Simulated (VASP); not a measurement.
# Ir (P6_3/mmc) in VASP: a series of runs

Runs on Ir. Level: LDA. Tasks: single point.

Program: VASP 6.6.1. These are calculated values, not measurements. Logs are shortened: lines on timing, memory, paths and dates and some standing lists are left out, and cuts for length are marked.

## (1) The cell of the first run

The structure is hexagonal, space group P6_3/mmc (No. 194). Conventional cell: a = 2.584 Å, b = 2.584 Å, c = 8.444 Å, α = 90.00°, β = 90.00°, γ = 120.00°. Within 3.4 Å of Ir (site symmetry -3m) lie 12 Ir at 2.58 to 2.59 Å. Ir (site symmetry -6m2) has 12 Ir at 2.58 to 2.59 Å within 3.4 Å.

This isn't the form of Ir at room conditions, which is fcc.

## (2) Single point, LDA (12.21 Å³/atom)

Input file INCAR:

```
PREC = Accurate
ENCUT = 560
EDIFF = 1E-6
ISMEAR = -1
SIGMA = 0.1
LREAL = False
LASPH = True
NELM = 120
ALGO = Normal
ISIF = 2
LWAVE = False
LCHARG = False
NBANDS = 42
GGA_COMPAT = False
```

Input file KPOINTS:

```
regular mesh
0
Gamma
  15 15 4
```

Input file POSCAR:

```
Ir
1.0
    2.5844904792      0.0000000000      0.0000000000
   -1.2922452396      2.2382344108      0.0000000000
    0.0000000000      0.0000000000      8.4436136487
Ir
4
Direct
    1.0000000000      1.0000000000      1.0000000000
    1.0000000000      1.0000000000      0.5000000000
    0.3333333333      0.6666666667      0.2500000000
    0.6666666667      0.3333333333      0.7500000000
```

Potentials or basis: VASP PAW LDA potentials, release 64 (Ir_sv_GW).

The run is started by

```console
$ cat potpaw_LDA.64/Ir_sv_GW/POTCAR > POTCAR
$ mpirun -np 1 vasp_std > vasp.out
```

OUTCAR:

```text
PREC = Accurate
   ENCUT = 560
   EDIFF = 1E-6
   ISMEAR = -1
   LREAL = False
   LASPH = True
   NELM = 120
   ISIF = 2

 ion  position               nearest neighbor table
   1  0.000  0.000  0.000-   3 2.59   4 2.59   3 2.59   4 2.59   4 2.59   3 2.59
   2  0.000  0.000  0.500-   3 2.59   4 2.59   3 2.59   4 2.59   4 2.59   3 2.59
   3  0.333  0.667  0.250-   1 2.59   2 2.59   1 2.59   2 2.59   1 2.59   2 2.59
   4  0.667  0.333  0.750-   1 2.59   2 2.59   1 2.59   2 2.59   1 2.59   2 2.59

  LATTYP: Found a hexagonal cell.
 ALAT       =     2.5844904792
 C/A-ratio  =     3.2670322126

  Lattice vectors:

 A1 = (   2.5844904792,   0.0000000000,   0.0000000000)
 A2 = (  -1.2922452396,   2.2382344108,   0.0000000000)
 A3 = (   0.0000000000,   0.0000000000,   8.4436136487)

Analysis of symmetry for initial positions (statically):
=====================================================================
 Subroutine PRICEL returns:
 Original cell was already a primitive cell.

 Routine SETGRP: Setting up the symmetry group for a
 hexagonal supercell.

 Subroutine GETGRP returns: Found 24 space group operations
 (whereof 12 operations were pure point group operations)
 out of a pool of 24 trial point group operations.

The static configuration has the point symmetry D_3d.
 The point group associated with its full space group is D_6h.

Analysis of symmetry for dynamics (positions and initial velocities):
=====================================================================
 Subroutine PRICEL returns:
 Original cell was already a primitive cell.

 Routine SETGRP: Setting up the symmetry group for a
 hexagonal supercell.

 Subroutine GETGRP returns: Found 24 space group operations
 (whereof 12 operations were pure point group operations)
 out of a pool of 24 trial point group operations.

The dynamic configuration has the point symmetry D_3d.
 The point group associated with its full space group is D_6h.

 Subroutine INISYM returns: Found 24 space group operations
 (whereof 12 operations are pure point group operations),
 and found     1 'primitive' translations

----------------------------------------------------------------------------------------

                                     Primitive cell

  volume of cell :      48.8437

  direct lattice vectors                    reciprocal lattice vectors
     2.584490479  0.000000000  0.000000000     0.386923461  0.223390364  0.000000000
    -1.292245240  2.238234411  0.000000000     0.000000000  0.446780728  0.000000000
     0.000000000  0.000000000  8.443613649     0.000000000  0.000000000  0.118432704

  length of vectors
     2.584490479  2.584490479  8.443613649     0.446780728  0.446780728  0.118432704

  position of ions in fractional coordinates (direct lattice)
     0.000000000  0.000000000  0.000000000
     0.000000000  0.000000000  0.500000000
     0.333333333  0.666666667  0.250000000
     0.666666667  0.333333333  0.750000000

  ion indices of the primitive-cell ions
   primitive index   ion index
                 1           1
                 2           2
                 3           3
                 4           4

----------------------------------------------------------------------------------------

 KPOINTS: regular mesh

Automatic generation of k-mesh.
 Grid dimensions read from file:
 generate k-points for:   15   15    4

 Generating k-lattice:

  Cartesian coordinates                     Fractional coordinates (reciprocal lattice)
     0.025794897  0.014892691  0.000000000     0.066666667  0.000000000  0.000000000
     0.000000000  0.029785382  0.000000000     0.000000000  0.066666667  0.000000000
     0.000000000  0.000000000  0.029608176     0.000000000  0.000000000  0.250000000

  Length of vectors
     0.029785382  0.029785382  0.029608176

  Shift w.r.t. Gamma in fractional coordinates (k-lattice)
     0.000000000  0.000000000  0.000000000

 Subroutine IBZKPT returns following result:
 ===========================================

 Found     81 irreducible k-points:

 Following reciprocal coordinates:
            Coordinates               Weight
  0.000000  0.000000  0.000000      1.000000
  0.066667 -0.000000  0.000000      6.000000
  0.133333 -0.000000  0.000000      6.000000
  0.200000 -0.000000  0.000000      6.000000
  0.266667 -0.000000  0.000000      6.000000
  0.333333 -0.000000  0.000000      6.000000
[... 16 lines left out ...]
  0.333333  0.200000  0.000000     12.000000
  0.400000  0.200000  0.000000      6.000000
 [... further k-points ...]
   k-points           NKPTS =     81   k-points in BZ     NKDIM =     81   number of bands    NBANDS=     42
   number of dos      NEDOS =    301   number of ions     NIONS =      4
   total plane-waves  NPLWV =  28000
   dimension x,y,z NGX =    20 NGY =   20 NGZ =   70
   dimension x,y,z NGXF=    40 NGYF=   40 NGZF=  140
   ions per type =               4
   NGX,Y,Z   is equivalent  to a cutoff of  12.86, 12.86, 13.78 a.u.
   NGXF,Y,Z  is equivalent  to a cutoff of  25.73, 25.73, 27.56 a.u.
 SYSTEM =  unknown system
   PREC   = accura    normal or accurate (medium, high low for compatibility)
   ISTART =      0    job   : 0-new  1-cont  2-samecut
   ICHARG =      2    charge: 1-file 2-atom 10-const
   ISPIN  =      1    spin polarized calculation?
   LNONCOLLINEAR =      F non collinear calculations
   LSORBIT =      F    spin-orbit coupling
   LASPH  =      T    aspherical Exc in radial PAW
   ENCUT  =  560.0 eV  41.16 Ry    6.42 a.u.   4.99  4.99 16.29*2*pi/ulx,y,z
   NELM   =    120;   NELMIN=  2; NELMDL= -5     # of ELM steps
   EDIFF  = 0.1E-05   stopping-criterion for ELM
   LREAL  =      F    real-space projection
[... 7 lines left out ...]
   TEBEG  =    0.0;   TEEND  =   0.0 temperature during run
   PSTRESS=    0.0 pullay stress
   NELECT =      68.0000    total number of electrons
   NUPDOWN=      -1.0000    fix difference up-down
   EMIN   =  10.00;   EMAX   =-10.00  energy-range for DOS
   EFERMI =   0.00;   METHOD = LEGACY
   ISMEAR =    -1;   SIGMA  =   0.10  broadening in eV -4-tet -1-fermi 0-gaus
   EFERMI_NEDOS =   21; number of points for ismear=-14 and -15
   IALGO  =     38    algorithm
   IMIX   =      4    mixing-type and parameters
     AMIX     =   0.40;   BMIX     =  1.00
     AMIX_MAG =   1.60;   BMIX_MAG =  1.00
  volume/ion in A,a.u.               =      12.21        82.40
  Fermi-wavevector in a.u.,A,eV,Ry     =   1.827994  3.454408 45.464729  3.341563
  Thomas-Fermi vector in A             =   2.882978
   LORBIT       =      0    0 simple, 1 ext, 2 COOP (PROOUT), +10 PAW based schemes
   GGA     = CA    functional components
   LHFCALC =     F    Hartree Fock is set to
   AEXX    =    0.0000 exact exchange contribution
   IVDW    =     0    specifies the selected vdW correction
   LEPSILON=     F    determine dielectric tensor
   LRPA    =     F    only Hartree local field effects (RPA)
 non-spin polarized calculation
  energy-cutoff  :      560.00
  volume of cell :       48.84
 maximum number of plane-waves:      1501
 NGX is ok and might be reduce to    20
   NGX =  9   NGY =  9   NGZ = 33

 number of electron      68.0000000 magnetization

 Free energy of the ion-electron system (eV)
  ---------------------------------------------------
  ext. energy  EPLUGINS =         0.00000000
  ---------------------------------------------------
  free energy    TOTEN  =       -42.19047662 eV

  energy without entropy =      -42.09539082  energy(sigma->0) =      -42.14293372

 E-fermi :  15.7753     XC(G=0): -15.7420

 val. band max:       15.7657552212   @ k =   0.3333   0.3333   0.0000
 cond. band min:      15.7889598164   @ k =   0.1333   0.1333   0.0000
 fundamental gap:      0.0232045952
 Fermi energy:        15.7752731149

 k-point     1 :       0.0000    0.0000    0.0000
  band No.  band energies     occupation
      1     -77.2724      2.00000
      2     -77.2200      2.00000
      3     -77.1889      2.00000
      4     -77.1360      2.00000
      5     -35.0747      2.00000
      6     -34.4289      2.00000
[... 34 lines left out ...]
     41      24.5285      0.00000
     42      27.9541      0.00000

 k-point     2 :       0.0667   -0.0000    0.0000
  band No.  band energies     occupation
      1     -77.2676      2.00000
      2     -77.2164      2.00000
      3     -77.1860      2.00000
      4     -77.1340      2.00000
      5     -35.0566      2.00000
      6     -34.4337      2.00000
[... 34 lines left out ...]
     41      24.4506      0.00000
     42      28.3634      0.00000

 k-point     3 :       0.1333   -0.0000    0.0000
  band No.  band energies     occupation
      1     -77.2535      2.00000
      2     -77.2057      2.00000
      3     -77.1753      2.00000
      4     -77.1270      2.00000
      5     -35.0029      2.00000
      6     -34.4587      2.00000
[... 34 lines left out ...]
     41      24.2070      0.00000
     42      29.4306      0.00000

 k-point     4 :       0.2000   -0.0000    0.0000
  band No.  band energies     occupation
      1     -77.2319      2.00000
      2     -77.1895      2.00000
      3     -77.1592      2.00000
      4     -77.1169      2.00000
      5     -34.9199      2.00000
      6     -34.5338      2.00000
[... 844 lines left out ...]
     41      25.3420      0.00000
     42      25.9435      0.00000

 k-point    23 :       0.3333    0.2000    0.0000
  band No.  band energies     occupation
      1     -77.1360      2.00000
      2     -77.1276      2.00000
      3     -77.0976      2.00000
      4     -77.0892      2.00000
      5     -34.9325      2.00000
      6     -34.8685      2.00000
[... 34 lines left out ...]
     41      24.3056      0.00000
     42      25.8480      0.00000

 k-point    24 :       0.4000    0.2000    0.0000
  band No.  band energies     occupation
      1     -77.1298      2.00000
      2     -77.1247      2.00000
      3     -77.0946      2.00000
      4     -77.0891      2.00000
      5     -34.9543      2.00000
      6     -34.8854      2.00000
[... 34 lines left out ...]
     41      23.7559      0.00000
     42      24.9982      0.00000

 [... further k-points ...]

------------------------ aborting loop because EDIFF is reached ----------------------------------------

  FORCE on cell =-STRESS in cart. coord.  units (eV):
  Direction    XX          YY          ZZ          XY          YZ          ZX
  --------------------------------------------------------------------------------------
  -------------------------------------------------------------------------------------
  Total       21.4139067     21.4139067     21.6273398     -0.0000000      0.0000000      0.0000000
  in kB      702.4212327    702.4212327    709.4222884     -0.0000000      0.0000000      0.0000000
  external PRESSURE =     704.7549179 kB  Pullay stress =       0.0000000 kB

 VOLUME and BASIS-vectors are now :
 -----------------------------------------------------------------------------
  energy-cutoff  :      560.00
  volume of cell :       48.84
      direct lattice vectors                 reciprocal lattice vectors
     2.584490479  0.000000000  0.000000000     0.386923461  0.223390364  0.000000000
    -1.292245240  2.238234411  0.000000000     0.000000000  0.446780728  0.000000000
     0.000000000  0.000000000  8.443613649     0.000000000  0.000000000  0.118432704

 POSITION                                       TOTAL-FORCE (eV/Angst)
 -----------------------------------------------------------------------------------
      0.00000      0.00000      0.00000        -0.000000      0.000000     -0.000000
      0.00000      0.00000      4.22181        -0.000000      0.000000     -0.000000
     -0.00000      1.49216      2.11090        -0.000000     -0.000000      0.000000
      1.29225      0.74608      6.33271         0.000000      0.000000      0.000000
 -----------------------------------------------------------------------------------
    total drift:                                0.000000     -0.000000      0.000000

  FREE ENERGIE OF THE ION-ELECTRON SYSTEM (eV)
  ---------------------------------------------------
  free  energy   TOTEN  =       -42.1904766198 eV

  energy  without entropy=      -42.0953908244  energy(sigma->0) =      -42.14293372
```

Wall time 2 min (1 thread of AMD EPYC 9R14 (Zen 4), shared host); peak memory 0.22 GiB.

Results:

| Item | Value |
| --- | --- |
| Free energy | -42.1905 eV |
| Pressure | 70.5 GPa |
| Band gap on the k mesh | zero (bands 34 and 35 overlap by 3.26 eV) |

Stress tensor (GPa, compression positive):
```
70.24  0.00  0.00
 0.00 70.24  0.00
 0.00  0.00 70.94
```

Levels at points of the mesh, in eV from the Fermi level:
```tsv
k point	band 31	band 32	band 33	band 34	band 35	band 36	band 37	band 38
(0.00, 0.00, 0.00)	-4.19	-2.26	-2.26	-1.33	-1.33	-1.03	-0.40	-0.40
(0.00, 0.00, 0.50)	-3.19	-3.19	-1.74	-1.74	-1.74	-1.74	0.28	0.28
```

Caveat: the cell stands under pressure; spin-orbit coupling is left out, which moves the levels of the heavy elements.

(Continued in part 2 of 2.)

The gap in the log of VASP goes by the Fermi energy; the results here count the filled bands.